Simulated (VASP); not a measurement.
# W (Immm) in VASP: further runs

The runs below take W through single point, with PBEsol.

Everything below comes from runs of VASP 6.6.1. Logs are shortened: lines on timing, memory, paths and dates and some standing lists are left out, and cuts for length are marked.

### 1 The cell of the first run

It takes space group Immm (No. 71, orthorhombic). The conventional cell has a = 2.828 Å, b = 2.914 Å, c = 4.060 Å, α = 90.00°, β = 90.00°, γ = 90.00°. W (site symmetry mmm) has 12 W at 2.83 to 2.91 Å within 3.7 Å.

### 2 Single point, PBEsol (strain -0.0300 x Voigt [0, 0, 0, 1, 0, 0])

INCAR

```
SYSTEM = W
ALGO = Fast
EDIFF = 1E-7
ENCUT = 520
GGA = PS
ISIF = 2
ISMEAR = 0
LASPH = .TRUE.
LCHARG = .FALSE.
LREAL = .FALSE.
LWAVE = .FALSE.
NBANDS = 13
NELM = 60
PREC = Accurate
SIGMA = 0.15
```

KPOINTS

```
k-points
0
G
  20 20 20
  0 0 0
```

POSCAR

```
W
1.0
    0.0000000000      1.9995500000      1.9995500000
    2.0300000000     -0.0304500000      2.0300000000
    2.0300000000      2.0300000000     -0.0304500000
W
1
Direct
    0.0000000000      0.0000000000      0.0000000000
```

Potentials or basis: VASP PAW PBE potentials, release 64 (W_sv).

Run with:

```console
$ cat potpaw_PBE.64/W_sv/POTCAR > POTCAR
$ mpirun -np 1 vasp_std > vasp.out
```

OUTCAR:

```text
SYSTEM = W
   EDIFF = 1E-7
   ENCUT = 520
   GGA = PS
   ISIF = 2
   ISMEAR = 0
   LASPH = .TRUE.
   LREAL = .FALSE.
   NELM = 60
   PREC = Accurate

 ion  position               nearest neighbor table
   1  0.000  0.000  0.000-

  LATTYP: Found a body centered orthorhombic cell.
 ALAT       =     2.8277907286
 B/A-ratio  =     1.0304568528
 C/A-ratio  =     1.4357498095

  Lattice vectors:

 A1 = (  -2.0300000000,   0.0304500000,  -2.0300000000)
 A2 = (  -2.0300000000,  -0.0304500000,   2.0300000000)
 A3 = (   2.0300000000,   2.0300000000,  -0.0304500000)

Analysis of symmetry for initial positions (statically):
=====================================================================
 Subroutine PRICEL returns:
 Original cell was already a primitive cell.

 Routine SETGRP: Setting up the symmetry group for a
 body centered orthorhombic supercell.

 Subroutine GETGRP returns: Found  8 space group operations
 (whereof  8 operations were pure point group operations)
 out of a pool of  8 trial point group operations.

The static configuration has the point symmetry D_2h.

Analysis of symmetry for dynamics (positions and initial velocities):
=====================================================================
 Subroutine PRICEL returns:
 Original cell was already a primitive cell.

 Routine SETGRP: Setting up the symmetry group for a
 body centered orthorhombic supercell.

 Subroutine GETGRP returns: Found  8 space group operations
 (whereof  8 operations were pure point group operations)
 out of a pool of  8 trial point group operations.

The dynamic configuration has the point symmetry D_2h.

 Subroutine INISYM returns: Found  8 space group operations
 (whereof  8 operations are pure point group operations),
 and found     1 'primitive' translations

----------------------------------------------------------------------------------------

                                     Primitive cell

  volume of cell :      16.7271

  direct lattice vectors                    reciprocal lattice vectors
     0.000000000  1.999550000  1.999550000    -0.246305419  0.250056263  0.250056263
     2.030000000 -0.030450000  2.030000000     0.246305419 -0.242665437  0.242665437
     2.030000000  2.030000000 -0.030450000     0.246305419  0.242665437 -0.242665437

  length of vectors
     2.827790729  2.871015013  2.871015013     0.430955483  0.422420866  0.422420866

  position of ions in fractional coordinates (direct lattice)
     0.000000000  0.000000000  0.000000000

  ion indices of the primitive-cell ions
   primitive index   ion index
                 1           1

----------------------------------------------------------------------------------------

 KPOINTS: k-points

Automatic generation of k-mesh.
 Grid dimensions read from file:
 generate k-points for:   20   20   20

 Generating k-lattice:

  Cartesian coordinates                     Fractional coordinates (reciprocal lattice)
    -0.012315271  0.012502813  0.012502813     0.050000000  0.000000000  0.000000000
     0.012315271 -0.012133272  0.012133272     0.000000000  0.050000000 -0.000000000
     0.012315271  0.012133272 -0.012133272     0.000000000 -0.000000000  0.050000000

  Length of vectors
     0.021547774  0.021121043  0.021121043

  Shift w.r.t. Gamma in fractional coordinates (k-lattice)
     0.000000000  0.000000000  0.000000000

 Subroutine IBZKPT returns following result:
 ===========================================

 Found   1166 irreducible k-points:

 Following reciprocal coordinates:
            Coordinates               Weight
  0.000000  0.000000  0.000000      1.000000
  0.050000 -0.000000 -0.000000      4.000000
  0.100000 -0.000000 -0.000000      4.000000
  0.150000  0.000000 -0.000000      4.000000
  0.200000 -0.000000 -0.000000      4.000000
  0.250000 -0.000000 -0.000000      4.000000
[... 16 lines left out ...]
 -0.450000  0.050000  0.000000      8.000000
 -0.400000  0.050000  0.000000      8.000000
 [... further k-points ...]
   k-points           NKPTS =   1166   k-points in BZ     NKDIM =   1166   number of bands    NBANDS=     13
   number of dos      NEDOS =    301   number of ions     NIONS =      1
   total plane-waves  NPLWV =  13824
   dimension x,y,z NGX =    24 NGY =   24 NGZ =   24
   dimension x,y,z NGXF=    48 NGYF=   48 NGZF=   48
   ions per type =               1
   NGX,Y,Z   is equivalent  to a cutoff of  14.11, 13.90, 13.90 a.u.
   NGXF,Y,Z  is equivalent  to a cutoff of  28.22, 27.79, 27.79 a.u.
 SYSTEM =  W
   PREC   = accura    normal or accurate (medium, high low for compatibility)
   ISTART =      0    job   : 0-new  1-cont  2-samecut
   ICHARG =      2    charge: 1-file 2-atom 10-const
   ISPIN  =      1    spin polarized calculation?
   LNONCOLLINEAR =      F non collinear calculations
   LSORBIT =      F    spin-orbit coupling
   LASPH  =      T    aspherical Exc in radial PAW
   ENCUT  =  520.0 eV  38.22 Ry    6.18 a.u.   5.26  5.34  5.34*2*pi/ulx,y,z
   NELM   =     60;   NELMIN=  2; NELMDL= -5     # of ELM steps
   EDIFF  = 0.1E-06   stopping-criterion for ELM
   LREAL  =      F    real-space projection
   EDIFFG = 0.1E-05   stopping-criterion for IOM
   NSW    =      0    number of steps for IOM
   IBRION =     -1    ionic relax: 0-MD 1-quasi-New 2-CG
   NFREE  =      0    steps in history (QN), initial steepest desc. (CG)
   ISIF   =      2    stress and relaxation
   ISYM   =      2    0-nonsym 1-usesym 2-fastsym
   POTIM  = 0.5000    time-step for ionic-motion
   TEBEG  =    0.0;   TEEND  =   0.0 temperature during run
   PSTRESS=    0.0 pullay stress
   NELECT =      14.0000    total number of electrons
   NUPDOWN=      -1.0000    fix difference up-down
   EMIN   =  10.00;   EMAX   =-10.00  energy-range for DOS
   EFERMI =   0.00;   METHOD = LEGACY
   ISMEAR =     0;   SIGMA  =   0.15  broadening in eV -4-tet -1-fermi 0-gaus
   EFERMI_NEDOS =   21; number of points for ismear=-14 and -15
   IALGO  =     68    algorithm
   IMIX   =      4    mixing-type and parameters
     AMIX     =   0.40;   BMIX     =  1.00
     AMIX_MAG =   1.60;   BMIX_MAG =  1.00
  volume/ion in A,a.u.               =      16.73       112.88
  Fermi-wavevector in a.u.,A,eV,Ry     =   1.542804  2.915477 32.385182  2.380244
  Thomas-Fermi vector in A             =   2.648557
   LORBIT       =      0    0 simple, 1 ext, 2 COOP (PROOUT), +10 PAW based schemes
   GGA     = PS    functional components
   LHFCALC =     F    Hartree Fock is set to
   AEXX    =    0.0000 exact exchange contribution
   IVDW    =     0    specifies the selected vdW correction
   LEPSILON=     F    determine dielectric tensor
   LRPA    =     F    only Hartree local field effects (RPA)
 non-spin polarized calculation
 RMM-DIIS sequential band-by-band and
 Gauss-broadening in eV      SIGMA  =   0.15
  energy-cutoff  :      520.00
  volume of cell :       16.73
 maximum number of plane-waves:       467
 NGX is ok and might be reduce to    24
   NGX = 11   NGY = 11   NGZ = 11

 number of electron      14.0000000 magnetization

 Free energy of the ion-electron system (eV)
  ---------------------------------------------------
  ext. energy  EPLUGINS =         0.00000000
  ---------------------------------------------------
  free energy    TOTEN  =       -13.29379442 eV

  energy without entropy =      -13.27980417  energy(sigma->0) =      -13.28679929

 E-fermi :  10.0775     XC(G=0): -13.4501

 val. band max:       10.0755856382   @ k =  -0.0500  -0.1000   0.0500
 cond. band min:      10.0792459462   @ k =  -0.4500  -0.1000   0.0500
 fundamental gap:      0.0036603079
 Fermi energy:        10.0774724111

 k-point     1 :       0.0000    0.0000    0.0000
  band No.  band energies     occupation
      1     -63.6153      2.00000
      2     -27.3007      2.00000
      3     -27.2660      2.00000
      4     -27.2226      2.00000
      5       1.1549      2.00000
      6       9.2578      2.00000
      7       9.4953      2.00000
      8       9.7884      1.99357
      9      12.5613      0.00000
     10      12.5614      0.00000
     11      22.8588      0.00000
     12      27.5738      0.00000
     13      27.9583      0.00000

 k-point     2 :       0.0500   -0.0000   -0.0000
  band No.  band energies     occupation
      1     -63.6128      2.00000
      2     -27.3043      2.00000
      3     -27.2811      2.00000
      4     -27.2411      2.00000
      5       1.2656      2.00000
      6       9.3110      2.00000
      7       9.4944      2.00000
      8       9.7574      1.99745
      9      12.5045      0.00000
     10      12.5085      0.00000
     11      23.0860      0.00000
     12      27.6271      0.00000
     13      27.7884      0.00000

 k-point     3 :       0.1000   -0.0000   -0.0000
  band No.  band energies     occupation
      1     -63.6055      2.00000
      2     -27.3538      2.00000
      3     -27.3148      2.00000
      4     -27.2651      2.00000
      5       1.5883      2.00000
      6       9.3337      2.00000
      7       9.4550      2.00000
      8       9.8381      1.97599
      9      12.3645      0.00000
     10      12.3782      0.00000
     11      23.7058      0.00000
     12      26.5930      0.00000
     13      28.4127      0.00000
[... 305 lines left out ...]
 k-point    23 :      -0.4500    0.0500    0.0000
  band No.  band energies     occupation
      1     -63.5111      2.00000
      2     -28.3360      2.00000
      3     -27.4615      2.00000
      4     -27.4242      2.00000
      5       4.6679      2.00000
      6       8.9761      2.00000
      7       9.4852      2.00000
      8      10.5652      0.00000
      9      14.8417      0.00000
     10      15.2146      0.00000
     11      20.2873      0.00000
     12      22.7281      0.00000
     13      28.0988      0.00000

 k-point    24 :      -0.4000    0.0500    0.0000
  band No.  band energies     occupation
      1     -63.5171      2.00000
      2     -28.2768      2.00000
      3     -27.4576      2.00000
      4     -27.4108      2.00000
      5       4.6315      2.00000
      6       9.0826      2.00000
      7       9.5608      2.00000
      8      10.0349      1.31199
      9      14.3383      0.00000
     10      14.9277      0.00000
     11      20.7972      0.00000
     12      23.4006      0.00000
     13      28.6048      0.00000

 [... further k-points ...]
[... 5 lines left out ...]
  --------------------------------------------------------------------------------------
  -------------------------------------------------------------------------------------
  Total       -1.1995502     -1.2692030     -1.2692030      0.0000000     -0.3738300      0.0000000
  in kB     -114.8969854   -121.5685612   -121.5685612      0.0000000    -35.8067049      0.0000000
  external PRESSURE =    -119.3447026 kB  Pullay stress =       0.0000000 kB

 VOLUME and BASIS-vectors are now :
 -----------------------------------------------------------------------------
  energy-cutoff  :      520.00
  volume of cell :       16.73
      direct lattice vectors                 reciprocal lattice vectors
     0.000000000  1.999550000  1.999550000    -0.246305419  0.250056263  0.250056263
     2.030000000 -0.030450000  2.030000000     0.246305419 -0.242665437  0.242665437
     2.030000000  2.030000000 -0.030450000     0.246305419  0.242665437 -0.242665437

 POSITION                                       TOTAL-FORCE (eV/Angst)
 -----------------------------------------------------------------------------------
      0.00000      0.00000      0.00000        -0.000000     -0.000000     -0.000000
 -----------------------------------------------------------------------------------
    total drift:                               -0.000000      0.000000      0.000000

  FREE ENERGIE OF THE ION-ELECTRON SYSTEM (eV)
  ---------------------------------------------------
  free  energy   TOTEN  =       -13.2937944171 eV

  energy  without entropy=      -13.2798041712  energy(sigma->0) =      -13.28679929
```

It used 260 s of CPU time on 1 thread of AMD EPYC 7R13 Processor (Zen 3) (shared host).

What came out:

| Quantity | Value |
| --- | --- |
| Free energy | -13.2938 eV |
| Pressure | -11.9 GPa |
| Band gap on the k mesh | zero (band 7 reaches 13.03 eV, above the bottom of band 8 at 9.52 eV) |

Levels at points of the mesh, in eV from the Fermi level:
| k point | band 4 | band 5 | band 6 | band 7 | band 8 | band 9 | band 10 | band 11 |
| --- | --- | --- | --- | --- | --- | --- | --- | --- |
| (0.00, 0.00, 0.00) | -37.30 | -8.92 | -0.82 | -0.58 | -0.29 | 2.48 | 2.48 | 12.78 |
| (0.50, 0.00, 0.00) | -37.50 | -5.50 | -1.03 | -0.64 | 0.73 | 4.80 | 5.09 | 10.18 |
| (0.00, 0.50, 0.00) | -37.44 | -5.55 | -0.93 | -0.52 | 0.43 | 4.67 | 4.99 | 9.79 |
| (0.50, 0.50, 0.00) | -37.73 | -5.38 | -4.42 | 2.95 | 4.80 | 5.60 | 5.65 | 11.55 |
| (0.00, 0.50, 0.50) | -37.67 | -5.39 | -4.42 | 2.94 | 4.86 | 5.61 | 5.61 | 11.09 |

Caveat: the cell differs from its parent crystal (strain -0.0300 x Voigt [0, 0, 0, 1, 0, 0]); the PAW data sets were made with another functional, which shifts forces and pressure a little; spin-orbit coupling is left out, which moves the levels of the heavy elements.

### 3 Single point, PBEsol (strain +0.0150 x Voigt [0, 0, 0, 1, 0, 0])

INCAR, as its differences from that of step 2:

```diff
@@ -12,3 +12,3 @@
 NBANDS = 13
-NELM = 60
+NELM = 100
 PREC = Accurate
```

KPOINTS is that of step 2.

POSCAR

```
W
1.0
    0.0000000000      2.0452250000      2.0452250000
    2.0300000000      0.0152250000      2.0300000000
    2.0300000000      2.0300000000      0.0152250000
W
1
Direct
    0.0000000000      0.0000000000      0.0000000000
```

Potentials or basis: VASP PAW PBE potentials, release 64 (W_sv).

Run with:

```console
$ cat potpaw_PBE.64/W_sv/POTCAR > POTCAR
$ mpirun -np 1 vasp_std > vasp.out
```

Run time: 4.5 min. Hardware: 1 thread of AMD EPYC 7R13 (Zen 3), shared host; peak memory 0.31 GiB.

Results (log left out):

* Free energy: -13.2890 eV
* Pressure: -12.1 GPa
* Band gap on the k mesh: zero (band 7 reaches 13.02 eV, above the bottom of band 8 at 9.55 eV)

Stress tensor (GPa, compression positive):
```
-11.92   0.00   0.00
  0.00 -12.14   2.16
  0.00   2.16 -12.14
```

Levels at points of the mesh, in eV from the Fermi level:
```
           k point  band 5  band 6  band 7  band 8  band 9  band 10
(0.00, 0.00, 0.00)   -8.91   -0.67   -0.55   -0.41    2.49     2.49
(0.50, 0.00, 0.00)   -5.52   -0.84   -0.63    0.52    4.80     4.96
(0.00, 0.50, 0.00)   -5.50   -0.89   -0.69    0.67    4.86     5.01
(0.50, 0.50, 0.00)   -5.37   -4.40    2.96    4.85    5.62     5.64
(0.00, 0.50, 0.50)   -5.37   -4.40    2.96    4.87    5.63     5.63
```

Caveat: the cell differs from its parent crystal (strain +0.0150 x Voigt [0, 0, 0, 1, 0, 0]); the PAW data sets were made with another functional, which shifts forces and pressure a little; spin-orbit coupling is left out, which moves the levels of the heavy elements.
